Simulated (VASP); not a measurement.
Crystal: CdSi3.

```xyz
4
Lattice="4.0452 0.0000 0.0000 0.0000 4.0452 0.0000 0.0000 0.0000 4.0036" Properties=species:S:1:pos:R:3 pbc="T T T"
Cd    0.0000    0.0000    0.0000
Si    0.0000    2.0226    2.0018
Si    2.0226    0.0000    2.0018
Si    2.0226    2.0226    0.0000
```

```yaml
Program: VASP 6.6.1
Task: relaxation of cell and atoms
Functional: PBE
Potentials_or_basis: VASP PAW PBE potentials, release 64 (Cd, Si)
Cutoff: 600 eV
k_mesh: 4 × 4 × 4
Occupations: gaussian, width 0.1 eV
Spin: no spin polarisation
```

At the start: pressure 5.0 GPa; volume 16.38 Å³/atom.

Task: Where does the relaxation end?

Result: Over 6 steps the energy falls by 15.4 meV/atom and the volume is 17.32 Å³/atom (+5.7 %); space group Pm-3m (No. 221, to 0.1 Å) before, P4/mmm (No. 123, to 0.1 Å).

The path:
| step | energy change (eV) | largest force (eV/Å) | pressure (GPa) | volume (Å³) |
| --- | --- | --- | --- | --- |
| 1 | 0.0000 | 0.0000 | 4.96 | 65.51 |
| 2 | -0.0545 | 0.0000 | -1.42 | 70.43 |
| 3 | -0.0593 | 0.0000 | -0.12 | 69.30 |
| 4 | -0.0593 | 0.0000 | -0.22 | 69.37 |
| 5 | -0.0611 | 0.0000 | -0.21 | 69.31 |
| 6 | -0.0614 | 0.0000 | -0.20 | 69.27 |

Final structure:
```
Cd Si
1.0
     4.14994    0.00000    0.00000
     0.00000    4.14994    0.00000
     0.00000    0.00000    4.02194
Cd Si
1 3
Direct
  0.00000 0.00000 0.00000
  0.00000 0.50000 0.50000
  0.50000 0.00000 0.50000
  0.50000 0.50000 0.00000
```

Caveat: the k points lie up to 0.39 Å⁻¹ apart in the final cell, too coarse for converged energies and pressures of a metal.
